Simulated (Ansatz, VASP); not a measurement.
**One calculation of Si, two programs**

INCAR

```
PREC = Accurate
ENCUT = 520
EDIFF = 1E-6
ISMEAR = 0
SIGMA = 0.15
LREAL = F
LASPH = T
NELM = 100
ALGO = Normal
ISIF = 2
LWAVE = F
LCHARG = F
GGA = CA
NBANDS = 8
```

KPOINTS

```
regular mesh
0
Gamma
  24 24 20
```

File POSCAR:

```
Si
1.0
    2.5550292445      0.0000000000      0.0000000000
   -1.2775146223      2.2127202332      0.0000000000
    0.0000000000      0.0000000000      2.4046955302
Si
1
Direct
    0.0000000000      0.0000000000      0.0000000000
```

Input for Ansatz:

```yaml
crystal:
  lattice:
    - [2.5550292445, 0.0, 0.0]
    - [-1.2775146223, 2.2127202332, 0.0]
    - [0.0, 0.0, 2.4046955302]
  atoms:
    - { symbol: Si, position: [0.0, 0.0, 0.0] }
basis:
  ecutwfc: 420
kpoints:
  mp_grid: { grid: [24, 24, 20] }
hamiltonian:
  xc: lda
scf:
  occupations: { method: gaussian, width: 0.15 }
output:
  forces: true
  stress: true
  eigenvalues: true
```

Change from the starting cell: strain -0.025 along x and y, -0.025 along z, atoms carried along.

Alike in both runs: task single point; functional LDA; k mesh 24 × 24 × 20; occupations gaussian, width 0.15 eV; no spin polarisation.

```csv
,VASP,Ansatz
version,VASP 6.6.1,Ansatz 0.2.0
potentials or method,"VASP PAW LDA potentials, release 64 (Si), cutoff 520 eV","scalar-relativistic, plane waves, PAW"
valence electrons in the cell,4,4
```

VASP gave:

```
gap on the k mesh at the Fermi level (eV)                     : none
pressure (GPa)                                                : 9.4
traceless stress, the component that is largest in VASP (GPa) : 0.64
```

Which values does Ansatz return?

gap on the k mesh at the Fermi level (eV): none; pressure (GPa): 9.3; traceless stress, the component that is largest in VASP (GPa): 0.61.

LDA's correlation is that of Perdew and Zunger in VASP and of Perdew and Wang (1992) in Ansatz. A gap of «none» marks a metal or a gap that the smearing closes.
